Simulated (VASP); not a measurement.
**ReBi (zincblende type): single point with PBE**

Crystal: ReBi (zincblende type).

```xyz
2
Lattice="0.0000 3.1128 3.1128 3.1128 0.0000 3.1128 3.1128 3.1128 0.0000" Properties=species:S:1:pos:R:3 pbc="T T T"
Re    0.0000    0.0000    0.0000
Bi    1.5564    1.5564    1.5564
```

- Program: VASP 6.6.1
- Task: single point
- Functional: PBE
- Potentials or basis: VASP PAW PBE potentials, release 64 (Re, Bi_d)
- Cutoff: 520 eV
- k mesh: 11 × 11 × 11
- Occupations: fermi-dirac, width 0.1 eV
- Spin: no spin polarisation
- Dipole correction: no
- Further INCAR settings: ALGO = Normal; EDIFF = 1e-06; NBANDS = 18

```yaml
Pressure: 0.0 GPa
Band_gap_on_the_k_mesh: zero (bands 11 and 12 overlap by 0.02 eV)
```

Levels at points of the mesh, in eV from the Fermi level:
```tsv
k point	band 7	band 8	band 9	band 10	band 11	band 12	band 13	band 14	band 15	band 16
(0.00, 0.00, 0.00)	-2.59	-2.59	-2.59	-0.25	-0.25	2.23	5.66	5.66	5.66	6.86
```

It took 70 s on 1 thread of Intel(R) Xeon(R) Platinum 8488C (Sapphire Rapids), with other jobs on the host, peak memory 0.23 GiB.

Caveat: spin-orbit coupling is left out, which moves the levels of the heavy elements.
